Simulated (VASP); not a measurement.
Here is a VASP 6.6.1 calculation.

File INCAR:

```
ALGO = Normal
EDIFF = 1E-6
ENCUT = 520
GGA = PE
ISIF = 2
ISMEAR = -1
LASPH = True
LCHARG = True
LELF = True
LREAL = False
LVHAR = True
LWAVE = False
NBANDS = 22
NELM = 100
PREC = Accurate
SIGMA = 0.03
```

File KPOINTS:

```
k-points
0
Gamma
  11 11 11
```

File POSCAR:

```
Bi
1.0
    2.2729996784      1.3123169762      3.9540000000
   -2.2729996784      1.3123169762      3.9540000000
    0.0000000000     -2.6246339523      3.9540000000
Bi
2
Direct
    0.2338900000      0.2338900000      0.2338900000
    0.7661100000      0.7661100000      0.7661100000
```

Potentials or basis: VASP PAW PBE potentials, release 64 (Bi_d).

Run with:

```sh
$ cat potpaw_PBE.64/Bi_d/POTCAR > POTCAR
$ mpirun -np 1 vasp_std > vasp.out
```

**Question.** What does it give for the band gap on the k mesh?

**Answer.** Zero (bands 15 and 16 overlap by 0.05 eV).

**Question.** What does it give for the pressure?

**Answer.** 1.7 GPa.

**Question.** Estimate the largest force.

**Answer.** 0.198 eV/Å.

Stress tensor (GPa, compression positive):
```
1.70 0.00 0.00
0.00 1.70 0.00
0.00 0.00 1.82
```

Caveat: spin-orbit coupling is left out, which moves the levels of the heavy elements.
